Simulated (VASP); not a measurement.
Set up this calculation in VASP 6.6.1, as the native input.

```yaml
Task: relaxation of cell and atoms
Functional: PBE
Potentials_or_basis: VASP PAW PBE potentials, release 64 (Be, Te)
Cutoff: 600 eV
k_mesh: 6 × 6 × 6
Occupations: gaussian, width 0.1 eV
Spin: no spin polarisation
Dipole_correction: no
Further_INCAR_settings: ALGO = Normal; EDIFF = 1e-06; IBRION = 2; EDIFFG = -0.04; NSW = 90; ISIF = 3
```

The structure of BeTe lies in POSCAR:

```
BeTe
1.0
   -1.6250592300      2.2494250700      3.1303702000
    1.6250592300     -2.2494250700      3.1303702000
    1.6250592300      2.2494250700     -3.1303702000
Be Te
1 1
Direct
    0.5000000000      0.5000000000      0.0000000000
    0.0000000000      0.0000000000      0.0000000000
```

These files were run (other wordings do the same):

INCAR

```
PREC = Accurate ; ENCUT = 600
EDIFF = 1E-6 ; ISMEAR = 0
SIGMA = 0.1 ; LREAL = F
LASPH = T ; NELM = 100
ALGO = Normal ; ISIF = 3
LWAVE = F ; LCHARG = F
GGA = PE ; IBRION = 2
NSW = 90 ; EDIFFG = -0.04
```

KPOINTS

```
regular mesh
0
Gamma
  6 6 6
```

Potentials or basis: VASP PAW PBE potentials, release 64 (Be, Te).

The run is started by

```sh
$ cat potpaw_PBE.64/Be/POTCAR potpaw_PBE.64/Te/POTCAR > POTCAR
$ mpirun -np 1 vasp_std > vasp.out
```

Results of the run:

```
Relaxed volume                         : 19.25 Å³/atom
Relaxed cell                           : a = 3.784 Å, b = 3.784 Å, c = 3.784 Å, α = 119.62°, β = 119.68°, γ = 90.60°
Space group after relaxing (to 0.05 Å) : I4/mmm (No. 139)
Energy gained by relaxing              : 334.2 meV/atom
Ionic steps                            : 11
Pressure after relaxing                : 0.0 GPa
Band gap on the k mesh                 : zero (band 4 reaches 7.54 eV, above the bottom of band 5 at 6.26 eV)
```

Caveat: the k points lie up to 0.39 Å⁻¹ apart in the final cell; the volume moved by over 15 % at a fixed basis, so the end points are rough; spin-orbit coupling is left out, which moves the levels of the heavy elements.

Run time: 120 s on 1 thread of Intel(R) Xeon(R) Platinum 8488C (Sapphire Rapids), with other jobs on the host, peak memory 0.23 GiB.
